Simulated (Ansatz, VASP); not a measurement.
## Te2Mo in VASP and in Ansatz

```xyz
6
Lattice="3.5645 0.0000 0.0000 -1.7822 3.0869 0.0000 0.0000 0.0000 14.1575" Properties=species:S:1:pos:R:3 pbc="T T T"
Te    1.7822    1.0290    5.3657
Te    0.0000    2.0580   12.4444
Te    1.7822    1.0290    1.7131
Te    0.0000    2.0580    8.7918
Mo    1.7822    1.0290   10.6181
Mo    0.0000    2.0580    3.5394
```

Alike in both runs: task single point; functional LDA; k mesh 9 × 9 × 2; occupations fermi-dirac, width 0.05 eV; no spin polarisation.

|  | VASP | Ansatz |
| --- | --- | --- |
| version | VASP 6.6.1 | Ansatz 0.2.0 |
| potentials or method | VASP PAW LDA potentials, release 64 (Te, Mo_sv) | JTH PAW LDA |
| plane-wave cutoff (eV) | 520 | 1800 |
| valence electrons in the cell | 52 | 52 |

```csv
,VASP,Ansatz,Ansatz less VASP
gap on the k mesh at the Fermi level (eV),0.77,0.74,-0.029
least direct gap on the mesh (eV),0.98,0.98,-0.001
pressure (GPa),-6.3,-5.7,+0.55
"traceless stress, the component that is largest in VASP (GPa)",-0.45,-0.52,-0.064
rms of the force components (eV/Å),0.347,0.321,-0.0263
```

LDA's correlation is that of Perdew and Zunger in VASP and of Perdew and Wang (1992) in Ansatz. Atom by atom the forces differ by 0.026 eV/Å (rms over components).

Spin-orbit coupling is off throughout. Noted on Ansatz's run: odd divisions of the mesh miss points on the zone boundary, where band edges often lie, so the gap on the mesh can be too wide.
